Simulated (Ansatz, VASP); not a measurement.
# One calculation of Al3Cu, two programs

The input INCAR:

```
SYSTEM = Al3Cu
  ALGO = Normal
  EDIFF = 1E-6
  ENCUT = 520
  GGA = CA
  ISIF = 2
  ISMEAR = 0
  LASPH = .True.
  LCHARG = .False.
  LREAL = .False.
  LWAVE = .False.
  NBANDS = 18
  NELM = 60
  PREC = Accurate
  SIGMA = 0.15
```

The input KPOINTS:

```
k-points
0
Gamma
  12 12 12
  0 0 0
```

The input POSCAR:

```
Al3Cu
1.0
    3.7850753469      0.0000000000      0.0000000000
    0.0000000000      3.7850753469      0.0000000000
    0.0000000000      0.0000000000      3.7850753469
Al Cu
3 1
Direct
    0.0000000000      0.5000000000      0.5000000000
    0.5000000000      0.0000000000      0.5000000000
    0.5000000000      0.5000000000      0.0000000000
    0.0000000000      0.0000000000      0.0000000000
```

Input for Ansatz:

```yaml
crystal:
  lattice:
    - [3.7850753469, 0.0, 0.0]
    - [0.0, 3.7850753469, 0.0]
    - [0.0, 0.0, 3.7850753469]
  atoms:
    - { symbol: Al, position: [0.0, 0.5, 0.5] }
    - { symbol: Al, position: [0.5, 0.0, 0.5] }
    - { symbol: Al, position: [0.5, 0.5, 0.0] }
    - { symbol: Cu, position: [0.0, 0.0, 0.0] }
basis:
  ecutwfc: 520.0
kpoints:
  mp_grid: { grid: [12, 12, 12] }
hamiltonian:
  xc: lda
  pseudopotentials: { kind: paw, azcp: { folder: soft_1 } }
scf:
  occupations: { method: gaussian, width: 0.15 }
output:
  forces: true
  stress: true
  eigenvalues: true
```

Alike in both runs: task single point; functional LDA; k mesh 12 × 12 × 12; occupations gaussian, width 0.15 eV; no spin polarisation.

|  | VASP | Ansatz |
| --- | --- | --- |
| version | VASP 6.6.1 | Ansatz 0.2.0 |
| potentials or method | VASP PAW LDA potentials, release 64 (Al, Cu), cutoff 520 eV | scalar-relativistic, plane waves, PAW |
| valence electrons in the cell | 20 | 28 |

VASP gave:

- gap on the k mesh at the Fermi level (eV): none
- pressure (GPa): 6.8

**Question.** What did Ansatz give for the same quantities?

**Answer.** gap on the k mesh at the Fermi level (eV): none; pressure (GPa): 6.5.

Ansatz warns that its potentials were made for another functional, while VASP's fit it. LDA's correlation is that of Perdew and Zunger in VASP and of Perdew and Wang (1992) in Ansatz. A gap of «none» marks a metal or a gap that the smearing closes. VASP's potentials hold 20 valence electrons a cell and Ansatz's 28, so a difference there can come from the potentials and not from the codes.
